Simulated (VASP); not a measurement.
Wanted: the native input for a VASP 6.6.1 run.

```
Task                   : single point
Functional             : r2SCAN
Potentials or basis    : VASP PAW PBE potentials, release 64 (C)
Cutoff                 : 520 eV
k mesh                 : 24 × 24 × 8
Occupations            : gaussian, width 0.1 eV
Spin                   : no spin polarisation
Dipole correction      : no
Further INCAR settings : ALGO = Normal; EDIFF = 1e-06; NBANDS = 16
```

C:

```
C
1.0
     2.45581    0.00000    0.00000
    -1.22790    2.12679    0.00000
     0.00000    0.00000    7.03643
C
4
Direct
  0.00000 0.00000 0.25000
  0.00000 0.00000 0.75000
  0.33333 0.66667 0.25000
  0.66667 0.33333 0.75000
```

The input as run:

POSCAR

```
C
1.0
    2.4558081771      0.0000000000      0.0000000000
   -1.2279040886      2.1267922682      0.0000000000
    0.0000000000      0.0000000000      7.0364269094
C
4
Direct
    0.0000000000      0.0000000000      0.2500000000
    0.0000000000      0.0000000000      0.7500000000
    0.3333333333      0.6666666667      0.2500000000
    0.6666666667      0.3333333333      0.7500000000
```

INCAR.step1

```
PREC     = Accurate       # precision mode
ENCUT    = 520            # plane-wave cutoff, eV
ISMEAR   = 0              # smearing method
SIGMA    = 0.1            # smearing width, eV
LREAL    = F              # projectors in reciprocal space
LASPH    = T              # aspherical terms in the spheres
NELM     = 60             # most SCF steps
NBANDS   = 16             # bands
GGA      = PE             # functional
ALGO     = Normal         # electronic algorithm
EDIFF    = 1E-4           # SCF threshold, eV
LWAVE    = T              # write WAVECAR
LCHARG   = F              # write CHGCAR
```

INCAR.step2

```
PREC     = Accurate       # precision mode
ENCUT    = 520            # plane-wave cutoff, eV
EDIFF    = 1E-6           # SCF threshold, eV
ISMEAR   = 0              # smearing method
SIGMA    = 0.1            # smearing width, eV
LREAL    = F              # projectors in reciprocal space
LASPH    = T              # aspherical terms in the spheres
NELM     = 60             # most SCF steps
ALGO     = Normal         # electronic algorithm
ISIF     = 2              # what is computed and relaxed
LWAVE    = F              # write WAVECAR
LCHARG   = T              # write CHGCAR
METAGGA  = R2SCAN         # meta-GGA
LMIXTAU  = T            
LELF     = T              # ELF
LVHAR    = T            
NBANDS   = 16             # bands
ISTART   = 1
```

KPOINTS

```
regular mesh
0
Gamma
  24 24 8
```

Potentials or basis: VASP PAW PBE potentials, release 64 (C).

The run is started by

```bash
$ cat potpaw_PBE.64/C/POTCAR > POTCAR
$ cp INCAR.step1 INCAR
$ mpirun -np 1 vasp_std > vasp.out
$ cp INCAR.step2 INCAR
$ mpirun -np 1 vasp_std > vasp.out
```

Results of the run:

```
Pressure               : 0.7 GPa
Band gap on the k mesh : zero (band 8 reaches 4.28 eV, above the bottom of band 9 at 4.27 eV)
```

Caveat: the PAW data sets were made with another functional, which shifts forces and pressure a little.

Wall time 3.9 min on 1 thread of Intel(R) Xeon(R) 6975P-C (Granite Rapids), with other jobs on the host, peak memory 0.24 GiB.
